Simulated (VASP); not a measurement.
# GaBi3F6 (Fm-3m) in VASP: single point with r2SCAN

Aim: the single point of GaBi3F6 with r2SCAN.

Everything below comes from runs of VASP 6.6.1. Logs are shortened: lines on timing, memory, paths and dates and some standing lists are left out, and cuts for length are marked.

## 1. The cell of the first run

The structure is cubic, space group Fm-3m (No. 225). Conventional cell: a = 8.456 Å, b = 8.456 Å, c = 8.456 Å, α = 90.00°, β = 90.00°, γ = 90.00°. Within 4.0 Å of Bi (site symmetry -43m) lie 12 F at 3.00 Å and 4 Bi at 3.66 Å and 4 Ga at 3.66 Å. Bi (site symmetry m-3m) has 6 F at 2.38 Å within 3.1 Å. Ga (site symmetry m-3m) has 6 F at 1.85 Å within 2.5 Å. Within 2.5 Å of F (site symmetry 4mm) lie 1 Ga at 1.85 Å and 1 Bi at 2.38 Å.

## 2. Single point, r2SCAN

The input, POSCAR:

```
GaBi3F6
1.0
    0.0000000000      4.2277510000      4.2277510000
    4.2277510000      0.0000000000      4.2277510000
    4.2277510000      4.2277510000      0.0000000000
Bi Ga F
3 1 6
Direct
    0.2500000000      0.2500000000      0.2500000000
    0.7500000000      0.7500000000      0.7500000000
    0.0000000000      0.0000000000      0.0000000000
    0.5000000000      0.5000000000      0.5000000000
    0.7189646540      0.2810353460      0.2810353460
    0.2810353460      0.7189646540      0.2810353460
    0.2810353460      0.7189646540      0.7189646540
    0.7189646540      0.2810353460      0.7189646540
    0.2810353460      0.2810353460      0.7189646540
    0.7189646540      0.7189646540      0.2810353460
```

The input, INCAR.step1:

```
PREC = Accurate
ENCUT = 520
ISMEAR = -1
SIGMA = 0.1
LREAL = F
LASPH = T
NELM = 80
NBANDS = 61
GGA = PE
ALGO = Normal
EDIFF = 1E-4
LWAVE = T
LCHARG = F
```

The input, INCAR.step2:

```
PREC = Accurate
ENCUT = 520
EDIFF = 1E-7
ISMEAR = -1
SIGMA = 0.1
LREAL = F
LASPH = T
NELM = 80
ALGO = Normal
ISIF = 2
LWAVE = F
LCHARG = T
METAGGA = R2SCAN
LMIXTAU = T
LELF = T
LVHAR = T
NBANDS = 61
ISTART = 1
```

The input, KPOINTS:

```
Automatic mesh
0
Gamma
  7 7 7
```

Potentials or basis: VASP PAW PBE potentials, release 64 (Bi_d, Ga_d, F).

Command:

```bash
> cat potpaw_PBE.64/Bi_d/POTCAR potpaw_PBE.64/Ga_d/POTCAR potpaw_PBE.64/F/POTCAR > POTCAR
> cp INCAR.step1 INCAR
> mpirun -np 1 vasp_std > vasp.out
> cp INCAR.step2 INCAR
> mpirun -np 1 vasp_std > vasp.out
```

OUTCAR:

```text
PREC = Accurate
   ENCUT = 520
   EDIFF = 1E-7
   ISMEAR = -1
   LREAL = F
   LASPH = T
   NELM = 80
   ISIF = 2
   METAGGA = R2SCAN
   ISTART = 1

 ion  position               nearest neighbor table
   1  0.250  0.250  0.250-   3 3.66   3 3.66   3 3.66   3 3.66
   2  0.750  0.750  0.750-   3 3.66   3 3.66   3 3.66   3 3.66
   3  0.000  0.000  0.000-   5 2.38   6 2.38   7 2.38   8 2.38   9 2.38  10 2.38   2 3.66   2 3.66
                             1 3.66   2 3.66   2 3.66   1 3.66   1 3.66   1 3.66
   4  0.500  0.500  0.500-   5 1.85   6 1.85   7 1.85   8 1.85   9 1.85  10 1.85
   5  0.719  0.281  0.281-   4 1.85   3 2.38
   6  0.281  0.719  0.281-   4 1.85   3 2.38
   7  0.281  0.719  0.719-   4 1.85   3 2.38
   8  0.719  0.281  0.719-   4 1.85   3 2.38
   9  0.281  0.281  0.719-   4 1.85   3 2.38
  10  0.719  0.719  0.281-   4 1.85   3 2.38

  LATTYP: Found a face centered cubic cell.
 ALAT       =     8.4555020000

  Lattice vectors:

 A1 = (   0.0000000000,   4.2277510000,   4.2277510000)
 A2 = (   4.2277510000,   0.0000000000,   4.2277510000)
 A3 = (   4.2277510000,   4.2277510000,   0.0000000000)

Analysis of symmetry for initial positions (statically):
=====================================================================
 Subroutine PRICEL returns:
 Original cell was already a primitive cell.

 Routine SETGRP: Setting up the symmetry group for a
 face centered cubic supercell.

 Subroutine GETGRP returns: Found 48 space group operations
 (whereof 48 operations were pure point group operations)
 out of a pool of 48 trial point group operations.

The static configuration has the point symmetry O_h .

Analysis of symmetry for dynamics (positions and initial velocities):
=====================================================================
 Subroutine PRICEL returns:
 Original cell was already a primitive cell.

 Routine SETGRP: Setting up the symmetry group for a
 face centered cubic supercell.

 Subroutine GETGRP returns: Found 48 space group operations
 (whereof 48 operations were pure point group operations)
 out of a pool of 48 trial point group operations.

The dynamic configuration has the point symmetry O_h .

 Subroutine INISYM returns: Found 48 space group operations
 (whereof 48 operations are pure point group operations),
 and found     1 'primitive' translations

[... 110 lines left out ...]
   NFREE  =      0    steps in history (QN), initial steepest desc. (CG)
   ISIF   =      2    stress and relaxation
   ISYM   =      2    0-nonsym 1-usesym 2-fastsym
   POTIM  = 0.5000    time-step for ionic-motion
   TEBEG  =    0.0;   TEEND  =   0.0 temperature during run
   PSTRESS=    0.0 pullay stress
   NELECT =     100.0000    total number of electrons
   NUPDOWN=      -1.0000    fix difference up-down
   EMIN   =  10.00;   EMAX   =-10.00  energy-range for DOS
   EFERMI =   0.00;   METHOD = LEGACY
   ISMEAR =    -1;   SIGMA  =   0.10  broadening in eV -4-tet -1-fermi 0-gaus
   EFERMI_NEDOS =   21; number of points for ismear=-14 and -15
   IALGO  =     38    algorithm
   IMIX   =      4    mixing-type and parameters
     AMIX     =   0.40;   BMIX     =  1.00
     AMIX_MAG =   1.60;   BMIX_MAG =  1.00
  volume/ion in A,a.u.               =      15.11       101.99
  Fermi-wavevector in a.u.,A,eV,Ry     =   1.426556  2.695800 27.688692  2.035061
  Thomas-Fermi vector in A             =   2.546820
   LORBIT       =      0    0 simple, 1 ext, 2 COOP (PROOUT), +10 PAW based schemes
   METAGGA = R2SCAN    functional components
   LHFCALC =     F    Hartree Fock is set to
   AEXX    =    0.0000 exact exchange contribution
   IVDW    =     0    specifies the selected vdW correction
   LEPSILON=     F    determine dielectric tensor
   LRPA    =     F    only Hartree local field effects (RPA)
 non-spin polarized calculation
  energy-cutoff  :      520.00
  volume of cell :      151.13
 maximum number of plane-waves:      4091
 NGX is ok and might be reduce to    48
   NGX = 23   NGY = 23   NGZ = 23

 number of electron     100.0000058 magnetization

 Free energy of the ion-electron system (eV)
  ---------------------------------------------------
  ext. energy  EPLUGINS =         0.00000000
  ---------------------------------------------------
  free energy    TOTEN  =      -220.20246843 eV

  energy without entropy =     -220.05186448  energy(sigma->0) =     -220.12716646

 E-fermi :   7.0648     XC(G=0): -11.4046

 val. band max:        7.0631693445   @ k =  -0.2857   0.1429   0.0000
 cond. band min:       7.0733090465   @ k =  -0.4286   0.2857   0.1429
 fundamental gap:      0.0101397020
 Fermi energy:         7.0648400894

 k-point     1 :       0.0000    0.0000    0.0000
  band No.  band energies     occupation
      1     -20.3739      2.00000
      2     -19.7588      2.00000
      3     -19.7588      2.00000
      4     -19.6846      2.00000
      5     -19.6846      2.00000
      6     -19.6846      2.00000
[... 1269 lines left out ...]
     60      16.4619      0.00000
     61      16.5268      0.00000

------------------------ aborting loop because EDIFF is reached ----------------------------------------

  FORCE on cell =-STRESS in cart. coord.  units (eV):
  Direction    XX          YY          ZZ          XY          YZ          ZX
  --------------------------------------------------------------------------------------
  -------------------------------------------------------------------------------------
  Total       13.7388491     13.7388491     13.7388491     -0.0000000     -0.0000000     -0.0000000
  in kB      145.6474001    145.6474001    145.6474001     -0.0000000     -0.0000000     -0.0000000
  external PRESSURE =     145.6474001 kB  Pullay stress =       0.0000000 kB

 VOLUME and BASIS-vectors are now :
 -----------------------------------------------------------------------------
  energy-cutoff  :      520.00
  volume of cell :      151.13
      direct lattice vectors                 reciprocal lattice vectors
     0.000000000  4.227751000  4.227751000    -0.118266189  0.118266189  0.118266189
     4.227751000  0.000000000  4.227751000     0.118266189 -0.118266189  0.118266189
     4.227751000  4.227751000  0.000000000     0.118266189  0.118266189 -0.118266189

 POSITION                                       TOTAL-FORCE (eV/Angst)
 -----------------------------------------------------------------------------------
      2.11388      2.11388      2.11388        -0.000000      0.000000     -0.000000
      6.34163      6.34163      6.34163        -0.000000     -0.000000     -0.000000
      0.00000      0.00000      0.00000        -0.000000     -0.000000     -0.000000
      4.22775      4.22775      4.22775        -0.000000     -0.000000     -0.000000
      2.37629      4.22775      4.22775        -0.180602     -0.000000     -0.000000
      4.22775      2.37629      4.22775        -0.000000     -0.180602     -0.000000
      6.07921      4.22775      4.22775         0.180602     -0.000000     -0.000000
      4.22775      6.07921      4.22775        -0.000000      0.180602     -0.000000
      4.22775      4.22775      2.37629        -0.000000     -0.000000     -0.180602
      4.22775      4.22775      6.07921        -0.000000     -0.000000      0.180602
 -----------------------------------------------------------------------------------
    total drift:                               -0.000000     -0.000000      0.000000

  FREE ENERGIE OF THE ION-ELECTRON SYSTEM (eV)
  ---------------------------------------------------
  free  energy   TOTEN  =      -220.2024684297 eV

  energy  without entropy=     -220.0518644843  energy(sigma->0) =     -220.12716646
```

OUTCAR.step1:

```text
PREC = Accurate
   ENCUT = 520
   ISMEAR = -1
   LREAL = F
   LASPH = T
[... 1525 lines left out ...]
      6.07921      4.22775      4.22775         0.504227     -0.000000      0.000000
      4.22775      6.07921      4.22775        -0.000000      0.504227      0.000000
      4.22775      4.22775      2.37629        -0.000000     -0.000000     -0.504227
      4.22775      4.22775      6.07921        -0.000000     -0.000000      0.504227
 -----------------------------------------------------------------------------------
    total drift:                               -0.000000     -0.000000      0.000000

  FREE ENERGIE OF THE ION-ELECTRON SYSTEM (eV)
  ---------------------------------------------------
  free  energy   TOTEN  =       -38.5557969153 eV

  energy  without entropy=      -38.4004845965  energy(sigma->0) =      -38.47814076
```

Run time: 16 min. Hardware: 1 thread of Intel Xeon Platinum 8175M at 2.50GHz (Skylake/Cascade Lake), shared host; peak memory 0.45 GiB.

Results:

* Free energy: -220.2025 eV
* Pressure: 14.6 GPa
* Largest force: 0.181 eV/Å
* Band gap on the k mesh: zero (bands 50 and 51 overlap by 0.51 eV)

Forces on the atoms (eV/Å):
```
Bi   0.000  0.000  0.000
Bi   0.000  0.000  0.000
Bi   0.000  0.000  0.000
Ga   0.000  0.000  0.000
F   -0.181  0.000  0.000
F    0.000 -0.181  0.000
F    0.181  0.000  0.000
F    0.000  0.181  0.000
F    0.000  0.000 -0.181
F    0.000  0.000  0.181
```

Caveat: the cell stands under pressure; the PAW data sets were made with another functional, which shifts forces and pressure a little; spin-orbit coupling is left out, which moves the levels of the heavy elements.
